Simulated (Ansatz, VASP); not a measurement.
# Two plane-wave programs on Sn3Te

Contents of INCAR:

```
SYSTEM = Sn3Te
ALGO = Fast ; EDIFF = 1E-6
ENCUT = 520 ; GGA = CA
ISIF = 2 ; ISMEAR = -1
LASPH = .TRUE. ; LCHARG = .FALSE.
LREAL = .FALSE. ; LWAVE = .FALSE.
NBANDS = 32 ; NELM = 80
PREC = Accurate ; SIGMA = 0.05
```

The input KPOINTS:

```
k-points
0
G
  8 8 8
  0 0 0
```

File POSCAR:

```
Sn3Te
1.0
   -2.3009040000      2.3009040000      5.5164940000
    2.3009040000     -2.3009040000      5.5164940000
    2.3009040000      2.3009040000     -5.5164940000
Te Sn
1 3
Direct
    0.0000000000      0.0000000000      0.0000000000
    0.5000000000      0.5000000000      0.0000000000
    0.2500000000      0.7500000000      0.5000000000
    0.7500000000      0.2500000000      0.5000000000
```

The input input.yaml:

```yaml
crystal:
  lattice:
    - [-2.300904, 2.300904, 5.516494]
    - [2.300904, -2.300904, 5.516494]
    - [2.300904, 2.300904, -5.516494]
  atoms:
    - { symbol: Te, position: [0.0, 0.0, 0.0] }
    - { symbol: Sn, position: [0.5, 0.5, 0.0] }
    - { symbol: Sn, position: [0.25, 0.75, 0.5] }
    - { symbol: Sn, position: [0.75, 0.25, 0.5] }
hamiltonian:
  xc: lda
  pseudopotentials: { kind: paw }
kpoints:
  mp_grid: { grid: [8, 8, 8] }
scf:
  occupations: { method: fermi_dirac, width: 0.05 }
output:
  forces: true
  stress: true
  eigenvalues: true
```

Alike in both runs: task single point; functional LDA; k mesh 8 × 8 × 8; occupations fermi-dirac, width 0.05 eV; no spin polarisation.

|  | VASP | Ansatz |
| --- | --- | --- |
| version | VASP 6.6.1 | Ansatz 0.2.0 |
| potentials or method | VASP PAW LDA potentials, release 64 (Te, Sn_d) | Ansatz PAW |
| plane-wave cutoff (eV) | 520 | 420 |
| valence electrons in the cell | 48 | 58 |

|  | VASP | Ansatz | Ansatz less VASP |
| --- | --- | --- | --- |
| gap on the k mesh at the Fermi level (eV) | none | none | - |
| pressure (GPa) | -4.2 | -4.2 | +0.01 |
| traceless stress, the component that is largest in VASP (GPa) | 0.16 | 0.18 | +0.018 |

LDA's correlation is that of Perdew and Zunger in VASP and of Perdew and Wang (1992) in Ansatz. A gap of «none» marks a metal or a gap that the smearing closes. VASP's potentials hold 48 valence electrons a cell and Ansatz's 58, so a difference there can come from the potentials and not from the codes.

Neither program's run includes spin-orbit coupling.
